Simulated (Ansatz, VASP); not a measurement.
# Two plane-wave programs on NaH

```
Na H
1.0
     0.00000    2.53978    2.39145
     2.53978    0.00000    2.39145
     2.53978    2.53978    0.00000
Na H
1 1
Direct
  0.00000 0.00000 0.00000
  0.50000 0.50000 0.50000
```

Alike in both runs: task single point; functional r2SCAN; k mesh 10 × 10 × 10; occupations fermi-dirac, width 0.2 eV; no spin polarisation.

|  | VASP | Ansatz |
| --- | --- | --- |
| version | VASP 6.6.1 | Ansatz 0.2.0 |
| potentials or method | VASP PAW PBE potentials, release 64 (Na_pv, H), cutoff 520 eV | scalar-relativistic, plane waves, PAW |
| valence electrons in the cell | 8 | 10 |

```csv
,VASP,Ansatz,Ansatz less VASP
gap on the k mesh at the Fermi level (eV),4.18,4.17,-0.011
least direct gap on the mesh (eV),5.01,5.00,-0.007
pressure (GPa),-2.3,-2.1,+0.15
"traceless stress, the component that is largest in VASP (GPa)",0.93,0.93,-0.002
```

VASP's potentials were made for PBE, not for r2SCAN. VASP's potentials hold 8 valence electrons a cell and Ansatz's 10, so a difference there can come from the potentials and not from the codes.
